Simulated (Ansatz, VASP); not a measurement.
Cu: VASP beside Ansatz

```
Cu
1.0
    -1.42751    1.42751    1.34118
     1.42751   -1.42751    1.34118
     1.42751    1.42751   -1.34118
Cu
1
Direct
  0.00000 0.00000 0.00000
```

Alike in both runs: functional LDA; k mesh 20 × 20 × 20; occupations gaussian, width 0.1 eV; no spin polarisation.

Ansatz relaxed the structure, and its values are those at the end. VASP's run is a single point on that final structure, the one shown.

|  | VASP | Ansatz |
| --- | --- | --- |
| version | VASP 6.6.1 | Ansatz 0.2.0 |
| potentials or method | VASP PAW LDA potentials, release 64 (Cu), cutoff 520 eV | scalar-relativistic, plane waves, PAW |
| valence electrons in the cell | 11 | 19 |

VASP gave:

| Item | Value |
| --- | --- |
| gap on the k mesh at the Fermi level (eV) | none |
| pressure (GPa) | 1.4 |

Estimate Ansatz's values.

gap on the k mesh at the Fermi level (eV): none; pressure (GPa): 0.0.

LDA's correlation is that of Perdew and Zunger in VASP and of Perdew and Wang (1992) in Ansatz. A gap of «none» marks a metal or a gap that the smearing closes. VASP's potentials hold 11 valence electrons a cell and Ansatz's 19, so a difference there can come from the potentials and not from the codes.
